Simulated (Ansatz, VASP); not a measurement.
RbNa3Te2: VASP beside Ansatz

```xyz
6
Lattice="7.4680 0.0000 0.0000 -3.7340 6.4675 0.0000 0.0000 0.0000 4.5829" Properties=species:S:1:pos:R:3 pbc="T T T"
Rb    0.0000    0.0000    0.0000
Na    3.7340    0.0000    2.2914
Na    1.8670    3.2338    2.2914
Na   -1.8670    3.2338    2.2914
Te    3.7340    2.1558    0.0000
Te    0.0000    4.3117    0.0000
```

Change from the starting cell: species swapped into the CeAl3Pd2 type (P6/mmm, No. 191).

Alike in both runs: functional PBE; k mesh 3 × 3 × 4; occupations gaussian, width 0.1 eV; no spin polarisation.

Ansatz relaxed the structure, and its values are those at the end. VASP's run is a single point on that final structure, the one shown.

```csv
,VASP,Ansatz
version,VASP 6.6.1,Ansatz 0.2.0
potentials or method,"VASP PAW PBE potentials, release 64 (Rb_sv, Na_pv, Te), cutoff 520 eV","scalar-relativistic, plane waves, PAW"
valence electrons in the cell,42,68
```

```tsv
	VASP	Ansatz	Ansatz less VASP
gap on the k mesh at the Fermi level (eV)	none	none	-
pressure (GPa)	0.2	0.2	-0.02
```

A gap of «none» marks a metal or a gap that the smearing closes. The functional is the same, so the differences come from potentials, cutoffs and numerics. VASP's potentials hold 42 valence electrons a cell and Ansatz's 68, so a difference there can come from the potentials and not from the codes.

Spin-orbit coupling is off throughout.
